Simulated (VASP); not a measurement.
The system is W.

```xyz
1
Lattice="-1.5862 1.5862 1.5862 1.5862 -1.5862 1.5862 1.5862 1.5862 -1.5862" Properties=species:S:1:pos:R:3 pbc="T T T"
W     0.0000    0.0000    0.0000
```

| Quantity | Value |
| --- | --- |
| Program | VASP 6.6.1 |
| Task | relaxation of cell and atoms |
| Functional | PBEsol |
| Potentials or basis | VASP PAW PBE potentials, release 64 (W_sv) |
| Cutoff | 600 eV |
| k mesh | 18 × 18 × 18 |
| Occupations | gaussian, width 0.1 eV |
| Spin | no spin polarisation |

At the start: pressure -4.8 GPa; volume 15.96 Å³/atom.

Q: How do energy, volume and symmetry change on relaxing?

A: Over 4 steps the energy falls by 3.6 meV/atom and the volume is 15.73 Å³/atom (-1.5 %); space group Im-3m (No. 229, to 0.05 Å).

Step by step:
```
step  energy change (eV)  largest force (eV/Å)  pressure (GPa)  volume (Å³)
   1              0.0000                0.0000           -4.75        15.96
   2              0.0461                0.0000           20.01        14.89
   3             -0.0036                0.0000           -0.13        15.73
   4             -0.0036                0.0000            0.00        15.73
```

Final structure:
```
W
1.0
    -1.57830    1.57830    1.57830
     1.57830   -1.57830    1.57830
     1.57830    1.57830   -1.57830
W
1
Direct
  0.00000 0.00000 0.00000
```

Caveat: the PAW data sets were made with another functional, which shifts forces and pressure a little.
